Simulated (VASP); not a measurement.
# ZnS (P1) in VASP: further runs

The runs below take ZnS through single point, with PBE.

Program: VASP 6.6.1. These are calculated values, not measurements. Logs are shortened: lines on timing, memory, paths and dates and some standing lists are left out, and cuts for length are marked.

## (1) The cell of the first run

The typed cell holds 8 atoms: a = 3.847 Å, b = 3.847 Å, c = 12.590 Å, α = 90.00°, β = 90.00°, γ = 120.00°.

## (2) Single point, PBE (atom 5 (S) moved +0.250 Å along Cartesian [1 -1 0])

Contents of INCAR:

```
PREC = Accurate ; ENCUT = 520
EDIFF = 1E-6 ; ISMEAR = 0
SIGMA = 0.05 ; LREAL = F
LASPH = T ; NELM = 60
ALGO = Normal ; ISIF = 2
LWAVE = F ; LCHARG = F
GGA = PE ; NBANDS = 46
```

Contents of KPOINTS:

```
regular mesh
0
Gamma
  12 12 2
```

Contents of POSCAR:

```
ZnS
1.0
    3.8467234448      0.0000000000      0.0000000000
   -1.9233617224      3.3313602246      0.0000000000
    0.0000000000      0.0000000000     12.5902250307
Zn S
4 4
Direct
    0.0000000000      0.0000000000      0.0000503469
    0.0000000000      0.0000000000      0.5000503469
    0.3333333333      0.6666666667      0.2500245139
    0.6666666667      0.3333333333      0.7500245139
    0.0194229254     -0.0530644192      0.1872896977
    0.0000000000      0.0000000000      0.6872896977
    0.3333333333      0.6666666667      0.4376354415
    0.6666666667      0.3333333333      0.9376354415
```

Potentials or basis: VASP PAW PBE potentials, release 64 (Zn, S).

Started as:

```console
$ cat potpaw_PBE.64/Zn/POTCAR potpaw_PBE.64/S/POTCAR > POTCAR
$ mpirun -np 1 vasp_std > vasp.out
```

OUTCAR:

```text
PREC = Accurate
   ENCUT = 520
   EDIFF = 1E-6
   ISMEAR = 0
   LREAL = F
   LASPH = T
   NELM = 60
   ISIF = 2
   GGA = PE

 ion  position               nearest neighbor table
   1  0.000  0.000  0.000-   8 2.36   8 2.36   8 2.36   5 2.37
   2  0.000  0.000  0.500-   7 2.36   7 2.36   7 2.36   6 2.36
   3  0.333  0.667  0.250-   5 2.13   7 2.36   5 2.43   5 2.53
   4  0.667  0.333  0.750-   6 2.36   6 2.36   6 2.36   8 2.36
   5  0.019  0.947  0.187-   3 2.13   1 2.37   3 2.43   3 2.53
   6  0.000  0.000  0.687-   4 2.36   4 2.36   4 2.36   2 2.36
   7  0.333  0.667  0.438-   2 2.36   2 2.36   2 2.36   3 2.36
   8  0.667  0.333  0.938-   1 2.36   1 2.36   1 2.36   4 2.36

  LATTYP: Found a hexagonal cell.
 ALAT       =     3.8467234448
 C/A-ratio  =     3.2729737948

  Lattice vectors:

 A1 = (   3.8467234448,   0.0000000000,   0.0000000000)
 A2 = (  -1.9233617224,   3.3313602246,   0.0000000000)
 A3 = (   0.0000000000,   0.0000000000,  12.5902250307)

Analysis of symmetry for initial positions (statically):
=====================================================================
 Subroutine PRICEL returns:
 Original cell was already a primitive cell.

 Routine SETGRP: Setting up the symmetry group for a
 hexagonal supercell.

 Subroutine GETGRP returns: Found  1 space group operations
 (whereof  1 operations were pure point group operations)
 out of a pool of 24 trial point group operations.

The static configuration has the point symmetry C_1 .

Analysis of symmetry for dynamics (positions and initial velocities):
=====================================================================
 Subroutine PRICEL returns:
 Original cell was already a primitive cell.

 Routine SETGRP: Setting up the symmetry group for a
 hexagonal supercell.

 Subroutine GETGRP returns: Found  1 space group operations
 (whereof  1 operations were pure point group operations)
 out of a pool of 24 trial point group operations.

The dynamic configuration has the point symmetry C_1 .

 Subroutine INISYM returns: Found  1 space group operations
 (whereof  1 operations are pure point group operations),
 and found     1 'primitive' translations

----------------------------------------------------------------------------------------

                                     Primitive cell

  volume of cell :     161.3415

  direct lattice vectors                    reciprocal lattice vectors
     3.846723445  0.000000000  0.000000000     0.259961501  0.150088842  0.000000000
    -1.923361722  3.331360225  0.000000000     0.000000000  0.300177685  0.000000000
     0.000000000  0.000000000 12.590225031     0.000000000  0.000000000  0.079426698

  length of vectors
     3.846723445  3.846723445 12.590225031     0.300177685  0.300177685  0.079426698

  position of ions in fractional coordinates (direct lattice)
     0.000000000  0.000000000  0.000050347
     0.000000000  0.000000000  0.500050347
     0.333333333  0.666666667  0.250024514
     0.666666667  0.333333333  0.750024514
     0.019422925  0.946935581  0.187289698
     0.000000000  0.000000000  0.687289698
     0.333333333  0.666666667  0.437635441
     0.666666667  0.333333333  0.937635441

  ion indices of the primitive-cell ions
   primitive index   ion index
                 1           1
                 2           2
                 3           3
                 4           4
                 5           5
                 6           6
                 7           7
                 8           8

----------------------------------------------------------------------------------------

 KPOINTS: regular mesh

Automatic generation of k-mesh.
 Grid dimensions read from file:
 generate k-points for:   12   12    2

 Generating k-lattice:

  Cartesian coordinates                     Fractional coordinates (reciprocal lattice)
     0.021663458  0.012507404  0.000000000     0.083333333  0.000000000  0.000000000
     0.000000000  0.025014807  0.000000000     0.000000000  0.083333333  0.000000000
     0.000000000  0.000000000  0.039713349     0.000000000  0.000000000  0.500000000

  Length of vectors
     0.025014807  0.025014807  0.039713349

  Shift w.r.t. Gamma in fractional coordinates (k-lattice)
     0.000000000  0.000000000  0.000000000

 Subroutine IBZKPT returns following result:
 ===========================================

 Found    148 irreducible k-points:

 Following reciprocal coordinates:
            Coordinates               Weight
  0.000000  0.000000  0.000000      1.000000
  0.083333  0.000000  0.000000      2.000000
  0.000000  0.083333  0.000000      2.000000
 -0.083333  0.083333  0.000000      2.000000
  0.166667  0.000000  0.000000      2.000000
  0.000000  0.166667  0.000000      2.000000
[... 16 lines left out ...]
  0.166667  0.083333  0.000000      2.000000
 -0.083333  0.250000  0.000000      2.000000
 [... further k-points ...]
   k-points           NKPTS =    148   k-points in BZ     NKDIM =    148   number of bands    NBANDS=     46
   number of dos      NEDOS =    301   number of ions     NIONS =      8
   total plane-waves  NPLWV =  86400
   dimension x,y,z NGX =    30 NGY =   30 NGZ =   96
   dimension x,y,z NGXF=    60 NGYF=   60 NGZF=  192
   ions per type =               4   4
   NGX,Y,Z   is equivalent  to a cutoff of  12.97, 12.97, 12.68 a.u.
   NGXF,Y,Z  is equivalent  to a cutoff of  25.93, 25.93, 25.35 a.u.
 SYSTEM =  unknown system
   PREC   = accura    normal or accurate (medium, high low for compatibility)
   ISTART =      0    job   : 0-new  1-cont  2-samecut
   ICHARG =      2    charge: 1-file 2-atom 10-const
   ISPIN  =      1    spin polarized calculation?
   LNONCOLLINEAR =      F non collinear calculations
   LSORBIT =      F    spin-orbit coupling
   LASPH  =      T    aspherical Exc in radial PAW
   ENCUT  =  520.0 eV  38.22 Ry    6.18 a.u.   7.15  7.15 23.41*2*pi/ulx,y,z
   NELM   =     60;   NELMIN=  2; NELMDL= -5     # of ELM steps
   EDIFF  = 0.1E-05   stopping-criterion for ELM
   LREAL  =      F    real-space projection
[... 7 lines left out ...]
   TEBEG  =    0.0;   TEEND  =   0.0 temperature during run
   PSTRESS=    0.0 pullay stress
   NELECT =      72.0000    total number of electrons
   NUPDOWN=      -1.0000    fix difference up-down
   EMIN   =  10.00;   EMAX   =-10.00  energy-range for DOS
   EFERMI =   0.00;   METHOD = LEGACY
   ISMEAR =     0;   SIGMA  =   0.05  broadening in eV -4-tet -1-fermi 0-gaus
   EFERMI_NEDOS =   21; number of points for ismear=-14 and -15
   IALGO  =     38    algorithm
   IMIX   =      4    mixing-type and parameters
     AMIX     =   0.40;   BMIX     =  1.00
     AMIX_MAG =   1.60;   BMIX_MAG =  1.00
  volume/ion in A,a.u.               =      20.17       136.10
  Fermi-wavevector in a.u.,A,eV,Ry     =   1.251037  2.364118 21.294406  1.565095
  Thomas-Fermi vector in A             =   2.385004
   LORBIT       =      0    0 simple, 1 ext, 2 COOP (PROOUT), +10 PAW based schemes
   GGA     = PE    functional components
   LHFCALC =     F    Hartree Fock is set to
   AEXX    =    0.0000 exact exchange contribution
   IVDW    =     0    specifies the selected vdW correction
   LEPSILON=     F    determine dielectric tensor
   LRPA    =     F    only Hartree local field effects (RPA)
 non-spin polarized calculation
 Gauss-broadening in eV      SIGMA  =   0.05
  energy-cutoff  :      520.00
  volume of cell :      161.34
 maximum number of plane-waves:      4389
 NGX is ok and might be reduce to    30
   NGX = 15   NGY = 15   NGZ = 47

 number of electron      72.0000044 magnetization

 Free energy of the ion-electron system (eV)
  ---------------------------------------------------
  ext. energy  EPLUGINS =         0.00000000
  ---------------------------------------------------
  free energy    TOTEN  =       -27.16378976 eV

  energy without entropy =      -27.16378976  energy(sigma->0) =      -27.16378976

 E-fermi :   2.1809     XC(G=0):  -9.5231

 val. band max:        1.9748771833   @ k =   0.0000   0.0000   0.0000
 cond. band min:       3.9588663463   @ k =   0.0000   0.0000   0.0000
 fundamental gap:      1.9839891629
 Fermi energy:         2.1809041927

 k-point     1 :       0.0000    0.0000    0.0000
  band No.  band energies     occupation
      1     -11.1077      2.00000
      2     -10.7161      2.00000
      3     -10.6855      2.00000
      4     -10.2186      2.00000
      5      -4.5617      2.00000
      6      -4.3866      2.00000
[... 38 lines left out ...]
     45       8.6244      0.00000
     46       8.7205      0.00000

 k-point     2 :       0.0833    0.0000    0.0000
  band No.  band energies     occupation
      1     -11.0628      2.00000
      2     -10.6791      2.00000
      3     -10.6480      2.00000
      4     -10.1933      2.00000
      5      -4.5574      2.00000
      6      -4.3820      2.00000
[... 38 lines left out ...]
     45       8.4977      0.00000
     46       8.7352      0.00000

 k-point     3 :       0.0000    0.0833    0.0000
  band No.  band energies     occupation
      1     -11.0632      2.00000
      2     -10.6799      2.00000
      3     -10.6479      2.00000
      4     -10.1935      2.00000
      5      -4.5566      2.00000
      6      -4.3848      2.00000
[... 38 lines left out ...]
     45       8.4772      0.00000
     46       8.7578      0.00000

 k-point     4 :      -0.0833    0.0833    0.0000
  band No.  band energies     occupation
      1     -11.0620      2.00000
      2     -10.6781      2.00000
      3     -10.6479      2.00000
      4     -10.1930      2.00000
      5      -4.5589      2.00000
      6      -4.3819      2.00000
[... 920 lines left out ...]
     45       8.7298      0.00000
     46       8.8298      0.00000

 k-point    23 :       0.1667    0.0833    0.0000
  band No.  band energies     occupation
      1     -10.8179      2.00000
      2     -10.4853      2.00000
      3     -10.4471      2.00000
      4     -10.0680      2.00000
      5      -4.5310      2.00000
      6      -4.3667      2.00000
[... 38 lines left out ...]
     45       8.5886      0.00000
     46       8.9204      0.00000

 k-point    24 :      -0.0833    0.2500    0.0000
  band No.  band energies     occupation
      1     -10.8159      2.00000
      2     -10.4831      2.00000
      3     -10.4470      2.00000
      4     -10.0675      2.00000
      5      -4.5305      2.00000
      6      -4.3816      2.00000
[... 38 lines left out ...]
     45       8.6915      0.00000
     46       8.9204      0.00000

 [... further k-points ...]

------------------------ aborting loop because EDIFF is reached ----------------------------------------

  FORCE on cell =-STRESS in cart. coord.  units (eV):
  Direction    XX          YY          ZZ          XY          YZ          ZX
  --------------------------------------------------------------------------------------
  -------------------------------------------------------------------------------------
  Total        1.8218706      0.0871022      0.4142696     -1.1432937     -0.5931233      1.0886810
  in kB       18.0918113      0.8649553      4.1138420    -11.3533057     -5.8899214     10.8109828
  external PRESSURE =       7.6902028 kB  Pullay stress =       0.0000000 kB

 VOLUME and BASIS-vectors are now :
 -----------------------------------------------------------------------------
  energy-cutoff  :      520.00
  volume of cell :      161.34
      direct lattice vectors                 reciprocal lattice vectors
     3.846723445  0.000000000  0.000000000     0.259961501  0.150088842  0.000000000
    -1.923361722  3.331360225  0.000000000     0.000000000  0.300177685  0.000000000
     0.000000000  0.000000000 12.590225031     0.000000000  0.000000000  0.079426698

 POSITION                                       TOTAL-FORCE (eV/Angst)
 -----------------------------------------------------------------------------------
      0.00000      0.00000      0.00063         0.055130     -0.043105      0.045257
      0.00000      0.00000      6.29575         0.000135     -0.001894      0.001746
     -0.00000      2.22091      3.14786         1.593834     -1.015866      0.418831
      1.92336      1.11045      9.44298         0.008025     -0.009247      0.002172
     -1.74659      3.15458      2.35802        -1.783873      1.187044     -0.466829
      0.00000      0.00000      8.65313         0.003471     -0.003145     -0.004368
     -0.00000      2.22091      5.50993         0.062584     -0.048412      0.007024
      1.92336      1.11045     11.80504         0.060694     -0.065375     -0.003833
 -----------------------------------------------------------------------------------
    total drift:                               -0.000050     -0.000019      0.000326

  FREE ENERGIE OF THE ION-ELECTRON SYSTEM (eV)
  ---------------------------------------------------
  free  energy   TOTEN  =       -27.1637897568 eV

  energy  without entropy=      -27.1637897568  energy(sigma->0) =      -27.16378976
```

It took 37 min on 1 thread of Oxide Virtual Turin-like, shared host; peak memory 0.81 GiB.

What came out:

| Item | Value |
| --- | --- |
| Free energy | -27.1638 eV |
| Pressure | 0.8 GPa |
| Largest force | 2.193 eV/Å |
| Band gap on the k mesh | 1.98 eV |

Forces in eV/Å, atoms in the order of the input:
```
Zn   0.055 -0.043  0.045
Zn   0.000 -0.002  0.002
Zn   1.594 -1.016  0.419
Zn   0.008 -0.009  0.002
S   -1.784  1.187 -0.467
S    0.003 -0.003 -0.004
S    0.063 -0.048  0.007
S    0.061 -0.065 -0.004
```

Stress tensor (GPa, compression positive):
```
 1.81 -1.14  1.08
-1.14  0.09 -0.59
 1.08 -0.59  0.41
```

Caveat: the cell differs from its parent crystal (atom 5 (S) moved +0.250 Å along Cartesian [1 -1 0]); forces of over 1 eV/Å act on the atoms, so gaps and moduli don't describe the material at rest. A k mesh can miss the band edges.

## (3) Single point, PBE (atom 5 (S) moved -0.200 Å along Cartesian [1 -1 0])

Contents of INCAR:

```
SYSTEM = ZnS
PREC = Accurate
ENCUT = 520
EDIFF = 1E-7
ISMEAR = 0
SIGMA = 0.05
LREAL = .False.
LASPH = .True.
NELM = 100
ALGO = Normal
ISIF = 2
LWAVE = .False.
LCHARG = .False.
GGA = PE
NBANDS = 46
```

Contents of KPOINTS:

```
regular mesh
0
Gamma
  12 12 2
  0 0 0
```

Changes to POSCAR since step 2:

```diff
@@ -12,3 +12,3 @@
     0.6666666667      0.3333333333      0.7500245139
-    0.0194229254     -0.0530644192      0.1872896977
+   -0.0155383404      0.0424515353      0.1872896977
     0.0000000000      0.0000000000      0.6872896977
```

Potentials or basis: VASP PAW PBE potentials, release 64 (Zn, S).

Started as:

```console
$ cat potpaw_PBE.64/Zn/POTCAR potpaw_PBE.64/S/POTCAR > POTCAR
$ mpirun -np 1 vasp_std > vasp.out
```

Wall time 46 min (1 thread of Oxide Virtual Turin-like, shared host); peak memory 0.8 GiB.

It converged, with:

| Quantity | Value |
| --- | --- |
| Free energy | -27.2905 eV |
| Pressure | 0.5 GPa |
| Largest force | 1.088 eV/Å |
| Band gap on the k mesh | 2.01 eV |

Forces in eV/Å, atoms in the order of the input:
```
Zn  -0.026  0.034  0.032
Zn  -0.003  0.002  0.002
Zn  -0.418  0.778  0.190
Zn  -0.008  0.008  0.002
S    0.543 -0.916 -0.222
S   -0.002  0.003 -0.004
S   -0.029  0.038  0.004
S   -0.056  0.053 -0.004
```

Stress tensor (GPa, compression positive):
```
-0.08  0.45 -0.13
 0.45  1.19  0.44
-0.13  0.44  0.27
```

Levels at points of the mesh, in eV from the valence-band top:
```tsv
k point	band 32	band 33	band 34	band 35	band 36	band 37	band 38	band 39	band 40	band 41
(0.00, 0.00, 0.00)	-0.48	-0.36	-0.08	-0.06	0.00	2.01	3.13	3.29	3.52	6.28
(0.50, 0.00, 0.00)	-1.68	-1.57	-1.46	-1.12	-0.84	3.27	3.32	3.74	4.30	4.81
(0.00, 0.50, 0.00)	-1.64	-1.58	-1.47	-1.14	-0.86	3.28	3.34	3.79	4.33	4.82
(0.50, 0.50, 0.00)	-1.62	-1.58	-1.53	-1.06	-0.89	3.18	3.33	3.65	4.26	4.77
(0.00, 0.00, 0.50)	-0.64	-0.27	-0.20	-0.17	-0.08	2.86	2.87	3.23	3.26	6.23
(0.50, 0.00, 0.50)	-1.96	-1.54	-1.49	-1.11	-1.01	3.64	3.67	3.96	3.98	4.58
(0.00, 0.50, 0.50)	-1.97	-1.60	-1.44	-1.11	-1.04	3.65	3.70	3.96	4.09	4.47
(0.50, 0.50, 0.50)	-2.02	-1.58	-1.35	-1.12	-1.10	3.55	3.58	3.83	3.97	4.56
```

Caveat: the cell differs from its parent crystal (atom 5 (S) moved -0.200 Å along Cartesian [1 -1 0]); forces of over 1 eV/Å act on the atoms, so gaps and moduli don't describe the material at rest. A k mesh can miss the band edges.

[end of part 1 of 2]
